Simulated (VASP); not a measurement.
# GaF (F-43m) in VASP: a series of runs

The runs below take GaF through single point, with PBE.

All numbers are computed with VASP 6.6.1; they aren't measurements. Logs are shortened: lines on timing, memory, paths and dates and some standing lists are left out, and cuts for length are marked.

## 1. The cell of the first run

Symmetry: F-43m, No. 216, cubic system. The conventional cell has a = 5.119 Å, b = 5.119 Å, c = 5.119 Å, α = 90.00°, β = 90.00°, γ = 90.00°. Within 2.9 Å of Ga (site symmetry -43m) lie 4 F at 2.22 Å. F (site symmetry -43m) has 4 Ga at 2.22 Å within 2.9 Å.

## 2. Single point, PBE (16.77 Å³/atom)

INCAR reads:

```
SYSTEM = GaF
PREC = Accurate
ENCUT = 600
EDIFF = 1E-6
ISMEAR = -1
SIGMA = 0.05
LREAL = .False.
LASPH = .True.
NELM = 120
ALGO = Normal
ISIF = 2
LWAVE = .False.
LCHARG = .True.
GGA = PE
LELF = .True.
LVHAR = .True.
NBANDS = 17
GGA_COMPAT = .False.
```

KPOINTS reads:

```
Automatic mesh
0
Gamma
  9 9 9
  0 0 0
```

POSCAR reads:

```
GaF
1.0
    0.0000000000      2.5596647234      2.5596647234
    2.5596647234      0.0000000000      2.5596647234
    2.5596647234      2.5596647234      0.0000000000
Ga F
1 1
Direct
    0.2500000000      0.2500000000      0.2500000000
    0.0000000000      0.0000000000      0.0000000000
```

Potentials or basis: VASP PAW PBE potentials, release 64 (Ga_d, F).

The run is started by

```
$ cat potpaw_PBE.64/Ga_d/POTCAR potpaw_PBE.64/F/POTCAR > POTCAR
$ mpirun -np 1 vasp_std > vasp.out
```

OUTCAR:

```text
SYSTEM = GaF
   PREC = Accurate
   ENCUT = 600
   EDIFF = 1E-6
   ISMEAR = -1
   LREAL = .False.
   LASPH = .True.
   NELM = 120
   ISIF = 2
   GGA = PE

 ion  position               nearest neighbor table
   1  0.250  0.250  0.250-   2 2.22   2 2.22   2 2.22   2 2.22
   2  0.000  0.000  0.000-   1 2.22   1 2.22   1 2.22   1 2.22

  LATTYP: Found a face centered cubic cell.
 ALAT       =     5.1193294468

  Lattice vectors:

 A1 = (   0.0000000000,   2.5596647234,   2.5596647234)
 A2 = (   2.5596647234,   0.0000000000,   2.5596647234)
 A3 = (   2.5596647234,   2.5596647234,   0.0000000000)

Analysis of symmetry for initial positions (statically):
=====================================================================
 Subroutine PRICEL returns:
 Original cell was already a primitive cell.

 Routine SETGRP: Setting up the symmetry group for a
 face centered cubic supercell.

 Subroutine GETGRP returns: Found 24 space group operations
 (whereof 24 operations were pure point group operations)
 out of a pool of 48 trial point group operations.

The static configuration has the point symmetry T_d .

Analysis of symmetry for dynamics (positions and initial velocities):
=====================================================================
 Subroutine PRICEL returns:
 Original cell was already a primitive cell.

 Routine SETGRP: Setting up the symmetry group for a
 face centered cubic supercell.

 Subroutine GETGRP returns: Found 24 space group operations
 (whereof 24 operations were pure point group operations)
 out of a pool of 48 trial point group operations.

The dynamic configuration has the point symmetry T_d .

 Subroutine INISYM returns: Found 24 space group operations
 (whereof 24 operations are pure point group operations),
 and found     1 'primitive' translations

----------------------------------------------------------------------------------------

                                     Primitive cell

  volume of cell :      33.5413

  direct lattice vectors                    reciprocal lattice vectors
     0.000000000  2.559664723  2.559664723    -0.195338083  0.195338083  0.195338083
     2.559664723  0.000000000  2.559664723     0.195338083 -0.195338083  0.195338083
     2.559664723  2.559664723  0.000000000     0.195338083  0.195338083 -0.195338083

  length of vectors
     3.619912567  3.619912567  3.619912567     0.338335484  0.338335484  0.338335484

  position of ions in fractional coordinates (direct lattice)
     0.250000000  0.250000000  0.250000000
     0.000000000  0.000000000  0.000000000

  ion indices of the primitive-cell ions
   primitive index   ion index
                 1           1
                 2           2

----------------------------------------------------------------------------------------

 KPOINTS: Automatic mesh

Automatic generation of k-mesh.
 Grid dimensions read from file:
 generate k-points for:    9    9    9

 Generating k-lattice:

  Cartesian coordinates                     Fractional coordinates (reciprocal lattice)
    -0.021704231  0.021704231  0.021704231     0.111111111  0.000000000  0.000000000
     0.021704231 -0.021704231  0.021704231     0.000000000  0.111111111  0.000000000
     0.021704231  0.021704231 -0.021704231     0.000000000  0.000000000  0.111111111

  Length of vectors
     0.037592832  0.037592832  0.037592832

  Shift w.r.t. Gamma in fractional coordinates (k-lattice)
     0.000000000  0.000000000  0.000000000

 Subroutine IBZKPT returns following result:
 ===========================================

 Found     35 irreducible k-points:

 Following reciprocal coordinates:
            Coordinates               Weight
  0.000000  0.000000  0.000000      1.000000
  0.111111  0.000000  0.000000      8.000000
  0.222222  0.000000  0.000000      8.000000
  0.333333  0.000000  0.000000      8.000000
  0.444444  0.000000  0.000000      8.000000
  0.111111  0.111111  0.000000      6.000000
[... 16 lines left out ...]
 -0.333333  0.333333  0.000000     12.000000
  0.444444  0.444444  0.000000      6.000000
 [... further k-points ...]
   k-points           NKPTS =     35   k-points in BZ     NKDIM =     35   number of bands    NBANDS=     17
   number of dos      NEDOS =    301   number of ions     NIONS =      2
   total plane-waves  NPLWV =  27000
   dimension x,y,z NGX =    30 NGY =   30 NGZ =   30
   dimension x,y,z NGXF=    60 NGYF=   60 NGZF=   60
   ions per type =               1   1
   NGX,Y,Z   is equivalent  to a cutoff of  13.78, 13.78, 13.78 a.u.
   NGXF,Y,Z  is equivalent  to a cutoff of  27.56, 27.56, 27.56 a.u.
 SYSTEM =  GaF
   PREC   = accura    normal or accurate (medium, high low for compatibility)
   ISTART =      0    job   : 0-new  1-cont  2-samecut
   ICHARG =      2    charge: 1-file 2-atom 10-const
   ISPIN  =      1    spin polarized calculation?
   LNONCOLLINEAR =      F non collinear calculations
   LSORBIT =      F    spin-orbit coupling
   LASPH  =      T    aspherical Exc in radial PAW
   ENCUT  =  600.0 eV  44.10 Ry    6.64 a.u.   7.23  7.23  7.23*2*pi/ulx,y,z
   NELM   =    120;   NELMIN=  2; NELMDL= -5     # of ELM steps
   EDIFF  = 0.1E-05   stopping-criterion for ELM
   LREAL  =      F    real-space projection
   EDIFFG = 0.1E-04   stopping-criterion for IOM
   NSW    =      0    number of steps for IOM
   IBRION =     -1    ionic relax: 0-MD 1-quasi-New 2-CG
   NFREE  =      0    steps in history (QN), initial steepest desc. (CG)
   ISIF   =      2    stress and relaxation
   ISYM   =      2    0-nonsym 1-usesym 2-fastsym
   POTIM  = 0.5000    time-step for ionic-motion
   TEBEG  =    0.0;   TEEND  =   0.0 temperature during run
   PSTRESS=    0.0 pullay stress
   NELECT =      20.0000    total number of electrons
   NUPDOWN=      -1.0000    fix difference up-down
   EMIN   =  10.00;   EMAX   =-10.00  energy-range for DOS
   EFERMI =   0.00;   METHOD = LEGACY
   ISMEAR =    -1;   SIGMA  =   0.05  broadening in eV -4-tet -1-fermi 0-gaus
   EFERMI_NEDOS =   21; number of points for ismear=-14 and -15
   IALGO  =     38    algorithm
   IMIX   =      4    mixing-type and parameters
     AMIX     =   0.40;   BMIX     =  1.00
     AMIX_MAG =   1.60;   BMIX_MAG =  1.00
  volume/ion in A,a.u.               =      16.77       113.17
  Fermi-wavevector in a.u.,A,eV,Ry     =   1.377923  2.603898 25.833014  1.898673
  Thomas-Fermi vector in A             =   2.503032
   LORBIT       =      0    0 simple, 1 ext, 2 COOP (PROOUT), +10 PAW based schemes
   GGA     = PE    functional components
   LHFCALC =     F    Hartree Fock is set to
   AEXX    =    0.0000 exact exchange contribution
   IVDW    =     0    specifies the selected vdW correction
   LEPSILON=     F    determine dielectric tensor
   LRPA    =     F    only Hartree local field effects (RPA)
 non-spin polarized calculation
  energy-cutoff  :      600.00
  volume of cell :       33.54
 maximum number of plane-waves:      1139
 NGX is ok and might be reduce to    30
   NGX = 15   NGY = 15   NGZ = 15

 number of electron      19.9999996 magnetization

 Free energy of the ion-electron system (eV)
  ---------------------------------------------------
  ext. energy  EPLUGINS =         0.00000000
  ---------------------------------------------------
  free energy    TOTEN  =        -7.04953058 eV

  energy without entropy =       -7.04952426  energy(sigma->0) =       -7.04952742

 E-fermi :   3.7953     XC(G=0):  -9.5423

 val. band max:        3.3352304671   @ k =  -0.4444   0.4444   0.0000
 cond. band min:       4.2247494581   @ k =  -0.4444   0.4444   0.0000
 fundamental gap:      0.8895189909
 Fermi energy:         3.7952524682

 k-point     1 :       0.0000    0.0000    0.0000
  band No.  band energies     occupation
      1     -21.3425      2.00000
      2     -11.2452      2.00000
      3     -11.2452      2.00000
      4     -11.2452      2.00000
      5     -11.1461      2.00000
      6     -11.1461      2.00000
[... 9 lines left out ...]
     16      17.3722      0.00000
     17      17.3722      0.00000

 k-point     2 :       0.1111    0.0000    0.0000
  band No.  band energies     occupation
      1     -21.3284      2.00000
      2     -11.2396      2.00000
      3     -11.2396      2.00000
      4     -11.2317      2.00000
      5     -11.1464      2.00000
      6     -11.1464      2.00000
[... 9 lines left out ...]
     16      16.8423      0.00000
     17      16.8503      0.00000

 k-point     3 :       0.2222    0.0000    0.0000
  band No.  band energies     occupation
      1     -21.2926      2.00000
      2     -11.2277      2.00000
      3     -11.2277      2.00000
      4     -11.1933      2.00000
      5     -11.1446      2.00000
      6     -11.1446      2.00000
[... 9 lines left out ...]
     16      16.2985      0.00000
     17      17.9701      0.00000

 k-point     4 :       0.3333    0.0000    0.0000
  band No.  band energies     occupation
      1     -21.2518      2.00000
      2     -11.2192      2.00000
      3     -11.2192      2.00000
      4     -11.1417      2.00000
      5     -11.1374      2.00000
      6     -11.1374      2.00000
[... 9 lines left out ...]
     16      16.1558      0.00000
     17      18.4833      0.00000
[... 343 lines left out ...]
      1     -21.1892      2.00000
      2     -11.2017      2.00000
      3     -11.1625      2.00000
      4     -11.1620      2.00000
      5     -11.1284      2.00000
      6     -11.0727      2.00000
[... 9 lines left out ...]
     16      19.2974      0.00000
     17      21.3027      0.00000

 k-point    23 :      -0.3333    0.3333    0.0000
  band No.  band energies     occupation
      1     -21.1930      2.00000
      2     -11.2065      2.00000
      3     -11.1716      2.00000
      4     -11.1530      2.00000
      5     -11.1380      2.00000
      6     -11.0625      2.00000
[... 9 lines left out ...]
     16      18.0715      0.00000
     17      20.9208      0.00000

 k-point    24 :       0.4444    0.4444    0.0000
  band No.  band energies     occupation
      1     -21.1885      2.00000
      2     -11.2031      2.00000
      3     -11.1477      2.00000
      4     -11.1477      2.00000
      5     -11.1221      2.00000
      6     -11.1124      2.00000
[... 9 lines left out ...]
     16      22.9442      0.00000
     17      22.9623      0.00000

 [... further k-points ...]

------------------------ aborting loop because EDIFF is reached ----------------------------------------

  FORCE on cell =-STRESS in cart. coord.  units (eV):
  Direction    XX          YY          ZZ          XY          YZ          ZX
  --------------------------------------------------------------------------------------
  -------------------------------------------------------------------------------------
  Total        3.3655770      3.3655770      3.3655770      0.0000000     -0.0000000     -0.0000000
  in kB      160.7647667    160.7647667    160.7647667      0.0000000     -0.0000000     -0.0000000
  external PRESSURE =     160.7647667 kB  Pullay stress =       0.0000000 kB

 VOLUME and BASIS-vectors are now :
 -----------------------------------------------------------------------------
  energy-cutoff  :      600.00
  volume of cell :       33.54
      direct lattice vectors                 reciprocal lattice vectors
     0.000000000  2.559664723  2.559664723    -0.195338083  0.195338083  0.195338083
     2.559664723  0.000000000  2.559664723     0.195338083 -0.195338083  0.195338083
     2.559664723  2.559664723  0.000000000     0.195338083  0.195338083 -0.195338083

 POSITION                                       TOTAL-FORCE (eV/Angst)
 -----------------------------------------------------------------------------------
      1.27983      1.27983      1.27983        -0.000000     -0.000000     -0.000000
      0.00000      0.00000      0.00000         0.000000      0.000000      0.000000
 -----------------------------------------------------------------------------------
    total drift:                                0.000000      0.000000      0.000000

  FREE ENERGIE OF THE ION-ELECTRON SYSTEM (eV)
  ---------------------------------------------------
  free  energy   TOTEN  =        -7.0495305752 eV

  energy  without entropy=       -7.0495242633  energy(sigma->0) =       -7.04952742
```

It took 23 s on 1 thread of Intel Xeon Platinum 8259CL at 2.50GHz (Skylake/Cascade Lake), shared host; peak memory 0.18 GiB.

What came out:

```
Free energy            : -7.0495 eV
Pressure               : 16.1 GPa
Band gap on the k mesh : 0.89 eV
```

Levels at points of the mesh, in eV from the valence-band top:
```csv
k point,band 6,band 7,band 8,band 9,band 10,band 11,band 12,band 13,band 14,band 15
"(0.00, 0.00, 0.00)",-14.48,-5.75,-5.75,-5.75,-5.49,6.69,6.69,6.69,11.35,14.04
```

Caveat: the cell stands under pressure; an odd mesh through Γ misses points on the zone boundary, where band edges can lie.

## 3. Single point, PBE (17.11 Å³/atom)

This run uses another cell than the first one, of 17.11 Å³/atom.

INCAR reads:

```
  PREC = Accurate
  ENCUT = 600
  EDIFF = 1E-6
  ISMEAR = -1
  SIGMA = 0.05
  LREAL = F
  LASPH = T
  NELM = 120
  ALGO = Normal
  ISIF = 2
  LWAVE = F
  LCHARG = F
  GGA = PE
  NBANDS = 17
  GGA_COMPAT = F
```

KPOINTS reads:

```
Automatic mesh
0
Gamma
  9 9 9
```

POSCAR reads:

```
GaF
1.0
    0.0000000000      2.5769602800      2.5769602800
    2.5769602800      0.0000000000      2.5769602800
    2.5769602800      2.5769602800      0.0000000000
Ga F
1 1
Direct
    0.2500000000      0.2500000000      0.2500000000
    0.0000000000      0.0000000000      0.0000000000
```

Potentials or basis: VASP PAW PBE potentials, release 64 (Ga_d, F).

The run is started by

```
$ cat potpaw_PBE.64/Ga_d/POTCAR potpaw_PBE.64/F/POTCAR > POTCAR
$ mpirun -np 1 vasp_std > vasp.out
```

It took 23 s on 1 thread of Intel Xeon Platinum 8259CL at 2.50GHz (Skylake/Cascade Lake), shared host; peak memory 0.18 GiB.

The run converged. Its results:

```yaml
Free_energy: -7.1159 eV
Pressure: 14.5 GPa
Band_gap_on_the_k_mesh: 1.01 eV
```

Levels at points of the mesh, in eV from the valence-band top:
```csv
k point,band 7,band 8,band 9,band 10,band 11,band 12,band 13,band 14
"(0.00, 0.00, 0.00)",-5.57,-5.57,-5.57,-5.38,6.68,6.68,6.68,11.26
```

Caveat: the cell stands under pressure; an odd mesh through Γ misses points on the zone boundary, where band edges can lie.
